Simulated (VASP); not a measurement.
## CaO: single point with PBEsol

The system is CaO.

```
CELL_PARAMETERS angstrom
2.30275 2.30275 0.00000
-2.30275 2.30275 0.00000
0.00000 2.30275 2.30275
ATOMIC_POSITIONS crystal
Ca 0.00000 0.00000 0.00000
O 0.50000 0.50000 0.00000
```

```
Program                : VASP 6.6.1
Task                   : single point
Functional             : PBEsol
Potentials or basis    : VASP PAW PBE potentials, release 64 (Ca_sv, O)
Cutoff                 : 520 eV
k mesh                 : 8 × 8 × 8
Occupations            : gaussian, width 0.01 eV
Spin                   : no spin polarisation
Dipole correction      : no
Further INCAR settings : ALGO = Normal; EDIFF = 1e-07; NBANDS = 15
```

```json
{"Pressure": "16.0 GPa", "Band gap on the k mesh": "3.43 eV, indirect (least direct gap 3.77 eV)"}
```

Levels at points of the mesh, in eV from the valence-band top:
| k point | band 6 | band 7 | band 8 | band 9 | band 10 | band 11 |
| --- | --- | --- | --- | --- | --- | --- |
| (0.00, 0.00, 0.00) | 0.00 | 0.00 | 0.00 | 5.67 | 6.47 | 6.47 |
| (0.50, 0.00, 0.00) | -3.02 | -1.51 | -1.51 | 7.62 | 9.07 | 9.07 |
| (0.50, 0.50, 0.00) | -1.21 | -0.33 | -0.33 | 3.43 | 9.04 | 9.65 |

Wall time 4.2 s on 1 thread of Intel(R) Xeon(R) 6975P-C (Granite Rapids) (shared host), peak memory 0.14 GiB.

Caveat: the PAW data sets were made with another functional, which shifts forces and pressure a little. A k mesh can miss the band edges.
